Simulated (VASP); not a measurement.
# Cu (I4/mmm) in VASP: a series of runs, part 2 of 2

VASP 6.6.1. The steps go on from the part before.

## (6) Single point, PBEsol (uniaxial strain along c: -4.0 %, then relaxed in part)

INCAR

```
PREC     = Accurate       # precision mode
ENCUT    = 700            # plane-wave cutoff, eV
EDIFF    = 1E-6           # SCF threshold, eV
ISMEAR   = 0              # smearing method
SIGMA    = 0.1            # smearing width, eV
LREAL    = False          # projectors in reciprocal space
LASPH    = True           # aspherical terms in the spheres
NELM     = 120            # most SCF steps
ALGO     = Normal         # electronic algorithm
ISIF     = 2              # what is computed and relaxed
LWAVE    = False          # write WAVECAR
LCHARG   = False          # write CHGCAR
GGA      = PS             # functional
NBANDS   = 26             # bands
GGA_COMPAT= False
```

KPOINTS

```
regular mesh
0
Gamma
  20 20 14
```

POSCAR

```
Cu
1.0
    1.8139488346      1.8139488346      0.0000000000
   -1.8139488346      1.8139488346      0.0000000000
    0.0000000000      0.0000000000      3.4208758837
Cu
2
Direct
    0.0000000000      0.0000000000      0.0000000000
    0.5000000000      0.5000000000      0.5000000000
```

Potentials or basis: VASP PAW PBE potentials, release 64 (Cu_sv_GW).

Started as:

```
cat potpaw_PBE.64/Cu_sv_GW/POTCAR > POTCAR
mpirun -np 1 vasp_std > vasp.out
```

OUTCAR:

```text
PREC = Accurate
   ENCUT = 700
   EDIFF = 1E-6
   ISMEAR = 0
   LREAL = False
   LASPH = True
   NELM = 120
   ISIF = 2
   GGA = PS

 ion  position               nearest neighbor table
   1  0.000  0.000  0.000-   2 2.49   2 2.49   2 2.49   2 2.49   2 2.49   2 2.49   2 2.49   2 2.49

   2  0.500  0.500  0.500-   1 2.49   1 2.49   1 2.49   1 2.49   1 2.49   1 2.49   1 2.49   1 2.49

  LATTYP: Found a simple tetragonal cell.
 ALAT       =     2.5653110433
 C/A-ratio  =     1.3335131007

  Lattice vectors:

 A1 = (   1.8139488346,   1.8139488346,   0.0000000000)
 A2 = (  -1.8139488346,   1.8139488346,   0.0000000000)
 A3 = (   0.0000000000,   0.0000000000,   3.4208758837)

Analysis of symmetry for initial positions (statically):
=====================================================================
 Subroutine PRICEL returns following result:

  LATTYP: Found a body centered tetragonal cell.
 ALAT       =     2.5653110433
 C/A-ratio  =     1.3335131007

  Lattice vectors:

 A1 = (   0.0000000000,  -1.8139488346,  -1.7104379418)
 A2 = (   0.0000000000,   1.8139488346,  -1.7104379418)
 A3 = (   1.8139488346,   0.0000000000,   1.7104379418)

   2 primitive cells build up your supercell.

 Routine SETGRP: Setting up the symmetry group for a
 simple tetragonal supercell.

 Subroutine GETGRP returns: Found 16 space group operations
 (whereof 16 operations were pure point group operations)
 out of a pool of 16 trial point group operations.

The static configuration has the point symmetry D_4h.

Analysis of symmetry for dynamics (positions and initial velocities):
=====================================================================
 Subroutine PRICEL returns following result:

  LATTYP: Found a body centered tetragonal cell.
 ALAT       =     2.5653110433
 C/A-ratio  =     1.3335131007

  Lattice vectors:

 A1 = (   0.0000000000,  -1.8139488346,  -1.7104379418)
 A2 = (   0.0000000000,   1.8139488346,  -1.7104379418)
 A3 = (   1.8139488346,   0.0000000000,   1.7104379418)

   2 primitive cells build up your supercell.

 Routine SETGRP: Setting up the symmetry group for a
 simple tetragonal supercell.

 Subroutine GETGRP returns: Found 16 space group operations
 (whereof 16 operations were pure point group operations)
 out of a pool of 16 trial point group operations.

The dynamic configuration has the point symmetry D_4h.

 Subroutine INISYM returns: Found 16 space group operations
 (whereof 16 operations are pure point group operations),
 and found     2 'primitive' translations

----------------------------------------------------------------------------------------

                                     Primitive cell

  volume of cell :      11.2561

  direct lattice vectors                    reciprocal lattice vectors
     0.000000000 -1.813948835 -1.710437942     0.275641733 -0.275641733 -0.292322795
     0.000000000  1.813948835 -1.710437942     0.275641733  0.275641733 -0.292322795
     1.813948835  0.000000000  1.710437942     0.551283466  0.000000000  0.000000000

  length of vectors
     2.493192397  2.493192397  2.493192397     0.487246700  0.487246700  0.551283466

  position of ions in fractional coordinates (direct lattice)
     0.000000000  0.000000000  0.000000000

  ion indices of the primitive-cell ions
   primitive index   ion index
                 1           1

----------------------------------------------------------------------------------------

 KPOINTS: regular mesh

Automatic generation of k-mesh.
 Grid dimensions read from file:
 generate k-points for:   20   20   14

 Generating k-lattice:

  Cartesian coordinates                     Fractional coordinates (reciprocal lattice)
     0.013782087  0.013782087  0.000000000     0.050000000  0.000000000  0.000000000
    -0.013782087  0.013782087  0.000000000     0.000000000  0.050000000  0.000000000
     0.000000000  0.000000000  0.020880200     0.000000000  0.000000000  0.071428571

  Length of vectors
     0.019490814  0.019490814  0.020880200

  Shift w.r.t. Gamma in fractional coordinates (k-lattice)
     0.000000000  0.000000000  0.000000000

 Subroutine IBZKPT returns following result:
 ===========================================

 Found    528 irreducible k-points:

 Following reciprocal coordinates:
            Coordinates               Weight
  0.000000  0.000000  0.000000      1.000000
  0.050000  0.000000  0.000000      4.000000
  0.100000  0.000000  0.000000      4.000000
  0.150000  0.000000  0.000000      4.000000
  0.200000  0.000000  0.000000      4.000000
  0.250000  0.000000  0.000000      4.000000
[... 16 lines left out ...]
  0.150000  0.100000  0.000000      8.000000
  0.200000  0.100000  0.000000      8.000000
 [... further k-points ...]
   k-points           NKPTS =    528   k-points in BZ     NKDIM =    528   number of bands    NBANDS=     26
   number of dos      NEDOS =    301   number of ions     NIONS =      2
   total plane-waves  NPLWV =  17280
   dimension x,y,z NGX =    24 NGY =   24 NGZ =   30
   dimension x,y,z NGXF=    48 NGYF=   48 NGZF=   60
   ions per type =               2
   NGX,Y,Z   is equivalent  to a cutoff of  15.55, 15.55, 14.58 a.u.
   NGXF,Y,Z  is equivalent  to a cutoff of  31.11, 31.11, 29.16 a.u.
 SYSTEM =  unknown system
   PREC   = accura    normal or accurate (medium, high low for compatibility)
   ISTART =      0    job   : 0-new  1-cont  2-samecut
   ICHARG =      2    charge: 1-file 2-atom 10-const
   ISPIN  =      1    spin polarized calculation?
   LNONCOLLINEAR =      F non collinear calculations
   LSORBIT =      F    spin-orbit coupling
   LASPH  =      T    aspherical Exc in radial PAW
   ENCUT  =  700.0 eV  51.45 Ry    7.17 a.u.   5.53  5.53  7.38*2*pi/ulx,y,z
   NELM   =    120;   NELMIN=  2; NELMDL= -5     # of ELM steps
   EDIFF  = 0.1E-05   stopping-criterion for ELM
   LREAL  =      F    real-space projection
   EDIFFG = 0.1E-04   stopping-criterion for IOM
   NSW    =      0    number of steps for IOM
   IBRION =     -1    ionic relax: 0-MD 1-quasi-New 2-CG
   NFREE  =      0    steps in history (QN), initial steepest desc. (CG)
   ISIF   =      2    stress and relaxation
   ISYM   =      2    0-nonsym 1-usesym 2-fastsym
   POTIM  = 0.5000    time-step for ionic-motion
   TEBEG  =    0.0;   TEEND  =   0.0 temperature during run
   PSTRESS=    0.0 pullay stress
   NELECT =      38.0000    total number of electrons
   NUPDOWN=      -1.0000    fix difference up-down
   EMIN   =  10.00;   EMAX   =-10.00  energy-range for DOS
   EFERMI =   0.00;   METHOD = LEGACY
   ISMEAR =     0;   SIGMA  =   0.10  broadening in eV -4-tet -1-fermi 0-gaus
   EFERMI_NEDOS =   21; number of points for ismear=-14 and -15
   IALGO  =     38    algorithm
   IMIX   =      4    mixing-type and parameters
     AMIX     =   0.40;   BMIX     =  1.00
     AMIX_MAG =   1.60;   BMIX_MAG =  1.00
  volume/ion in A,a.u.               =      11.26        75.96
  Fermi-wavevector in a.u.,A,eV,Ry     =   1.949232  3.683515 51.695418  3.799506
  Thomas-Fermi vector in A             =   2.977047
   LORBIT       =      0    0 simple, 1 ext, 2 COOP (PROOUT), +10 PAW based schemes
   GGA     = PS    functional components
   LHFCALC =     F    Hartree Fock is set to
   AEXX    =    0.0000 exact exchange contribution
   IVDW    =     0    specifies the selected vdW correction
   LEPSILON=     F    determine dielectric tensor
   LRPA    =     F    only Hartree local field effects (RPA)
 non-spin polarized calculation
 Gauss-broadening in eV      SIGMA  =   0.10
  energy-cutoff  :      700.00
  volume of cell :       22.51
 maximum number of plane-waves:       965
 NGX is ok and might be reduce to    24
   NGX = 11   NGY = 11   NGZ = 15

 number of electron      37.9999990 magnetization

 Free energy of the ion-electron system (eV)
  ---------------------------------------------------
  ext. energy  EPLUGINS =         0.00000000
  ---------------------------------------------------
  free energy    TOTEN  =        -8.76824913 eV

  energy without entropy =       -8.76496782  energy(sigma->0) =       -8.76660847

 E-fermi :   8.0363     XC(G=0): -13.8635

 val. band max:        8.0292832934   @ k =   0.3000   0.1500   0.4286
 cond. band min:       8.0462443950   @ k =   0.4000   0.1500   0.5000
 fundamental gap:      0.0169611016
 Fermi energy:         8.0362541510

 k-point     1 :       0.0000    0.0000    0.0000
  band No.  band energies     occupation
      1    -104.3588      2.00000
      2    -104.3299      2.00000
      3     -61.9451      2.00000
      4     -61.8788      2.00000
      5     -61.8788      2.00000
      6     -61.8212      2.00000
[... 18 lines left out ...]
     25      28.1206      0.00000
     26      31.0763      0.00000
[... 644 lines left out ...]
      4     -61.8945      2.00000
      5     -61.8733      2.00000
      6     -61.8487      2.00000
[... 18 lines left out ...]
     25      27.9630      0.00000
     26      29.2718      0.00000

 [... further k-points ...]
[... 5 lines left out ...]
  --------------------------------------------------------------------------------------
  -------------------------------------------------------------------------------------
  Total       -0.6522551     -0.6522551     -0.2459949      0.0000000      0.0000000     -0.0000000
  in kB      -46.4205898    -46.4205898    -17.5073042      0.0000000      0.0000000     -0.0000000
  external PRESSURE =     -36.7828279 kB  Pullay stress =       0.0000000 kB

 VOLUME and BASIS-vectors are now :
 -----------------------------------------------------------------------------
  energy-cutoff  :      700.00
  volume of cell :       22.51
      direct lattice vectors                 reciprocal lattice vectors
     1.813948835  1.813948835  0.000000000     0.275641733  0.275641733  0.000000000
    -1.813948835  1.813948835  0.000000000    -0.275641733  0.275641733  0.000000000
     0.000000000  0.000000000  3.420875884     0.000000000  0.000000000  0.292322795

 POSITION                                       TOTAL-FORCE (eV/Angst)
 -----------------------------------------------------------------------------------
      0.00000      0.00000      0.00000        -0.000000      0.000000     -0.000000
      0.00000      1.81395      1.71044         0.000000     -0.000000      0.000000
 -----------------------------------------------------------------------------------
    total drift:                               -0.000000      0.000000     -0.000000

  FREE ENERGIE OF THE ION-ELECTRON SYSTEM (eV)
  ---------------------------------------------------
  free  energy   TOTEN  =        -8.7682491259 eV

  energy  without entropy=       -8.7649678176  energy(sigma->0) =       -8.76660847
```

It took 2.6 min on 1 thread of Intel Xeon 6975P-C (Granite Rapids), shared host; peak memory 0.53 GiB.

What came out:

| Quantity | Value |
| --- | --- |
| Free energy | -8.7682 eV |
| Pressure | -3.7 GPa |
| Band gap on the k mesh | zero (band 19 reaches 14.32 eV, above the bottom of band 20 at 5.98 eV) |

Stress tensor (GPa, compression positive):
```
-4.64  0.00  0.00
 0.00 -4.64  0.00
 0.00  0.00 -1.75
```

Levels at points of the mesh, in eV from the Fermi level:
| k point | band 17 | band 18 | band 19 | band 20 | band 21 | band 22 |
| --- | --- | --- | --- | --- | --- | --- |
| (0.00, 0.00, 0.00) | -1.67 | -1.49 | -1.49 | 2.25 | 8.48 | 12.39 |
| (0.50, 0.00, 0.00) | -2.34 | -2.34 | -0.48 | -0.48 | 10.55 | 10.55 |
| (0.50, 0.50, 0.00) | -1.42 | -1.42 | 0.91 | 0.91 | 6.88 | 6.88 |
| (0.00, 0.00, 0.50) | -2.54 | -2.54 | -2.06 | -2.06 | 16.95 | 16.95 |
| (0.50, 0.00, 0.50) | -1.59 | -1.59 | -1.25 | -1.25 | 3.97 | 3.97 |
| (0.50, 0.50, 0.50) | -1.60 | -1.60 | 6.29 | 6.29 | 6.29 | 6.29 |

Caveat: the cell differs from its parent crystal (uniaxial strain along c: -4.0 %, then relaxed in part); the PAW data sets were made with another functional, which shifts forces and pressure a little.

## (7) The runs side by side

```csv
potentials or basis,cell,cutoff (eV),second run,gap on the mesh (eV),pressure (GPa)
"VASP PAW PBE potentials, release 64 (Cu)","a = 2.558, b = 2.558, c = 3.350 Å, 2 atoms",520,-,none,7.7
"VASP PAW PBE potentials, release 64 (Cu)","a = 2.545, b = 2.545, c = 3.421 Å, 2 atoms",520,-,none,4.4
"VASP PAW PBE potentials, release 64 (Cu)","a = 2.565, b = 2.565, c = 3.421 Å, 2 atoms",520,-,none,2.3
"VASP PAW PBE potentials, release 64 (Cu)","a = 2.591, b = 2.591, c = 3.350 Å, 2 atoms",520,-,none,2.0
"VASP PAW PBE potentials, release 64 (Cu_sv_GW)","a = 2.565, b = 2.565, c = 3.421 Å, 2 atoms",700,valence_matched,none,-3.7
```

Alike in all rows: task single point; level PBEsol; no spin polarisation; k mesh 20 × 20 × 14; smearing gaussian 0.1 eV.

Caveats: the PAW data sets were made with another functional, which shifts forces and pressure a little.

Total energies depend on the potentials used, so only differences within one code and one set of settings carry meaning.
